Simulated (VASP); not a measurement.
Write the native input for VASP 6.6.1 that does the following.

```yaml
Task: single point
Functional: PBEsol
Potentials_or_basis: VASP PAW PBE potentials, release 64 (Sn_d, O)
Cutoff: 520 eV
k_mesh: 10 × 10 × 8
Occupations: gaussian, width 0.15 eV
Spin: no spin polarisation
Dipole_correction: no
Further_INCAR_settings: ALGO = Normal; EDIFF = 1e-06; NBANDS = 28
```

The structure of SnO lies in POSCAR:

```
SnO
1.0
    3.8046173858      0.0000000000      0.0000000000
    0.0000000000      3.8046173858      0.0000000000
    0.0000000000      0.0000000000      4.1799000000
Sn O
2 2
Direct
    0.0000000000      0.5000000000      0.2425296443
    0.5000000000      0.0000000000      0.7574703557
    0.0000000000      0.0000000000      0.0000000000
    0.5000000000      0.5000000000      0.0000000000
```

These files were run (other wordings do the same):

INCAR

```
PREC = Accurate
ENCUT = 520
EDIFF = 1E-6
ISMEAR = 0
SIGMA = 0.15
LREAL = F
LASPH = T
NELM = 80
ALGO = Normal
ISIF = 2
LWAVE = F
LCHARG = F
GGA = PS
NBANDS = 28
```

KPOINTS

```
Automatic mesh
0
Gamma
  10 10 8
```

Potentials or basis: VASP PAW PBE potentials, release 64 (Sn_d, O).

Command:

```sh
$ cat potpaw_PBE.64/Sn_d/POTCAR potpaw_PBE.64/O/POTCAR > POTCAR
$ mpirun -np 1 vasp_std > vasp.out
```

Results of the run:

```
Pressure               : 13.5 GPa
Largest force          : 2.146 eV/Å
Band gap on the k mesh : 0.14 eV (least direct gap 1.39 eV)
```

Caveat: the cell stands under pressure; the smearing spreads over this small gap; semilocal functionals underestimate gaps, and a narrow one can read as zero; the PAW data sets were made with another functional, which shifts forces and pressure a little; spin-orbit coupling is left out, which moves the levels of the heavy elements.

It took 97 s on 1 thread of AMD EPYC 7R13 Processor (Zen 3) (shared host), peak memory 0.24 GiB.
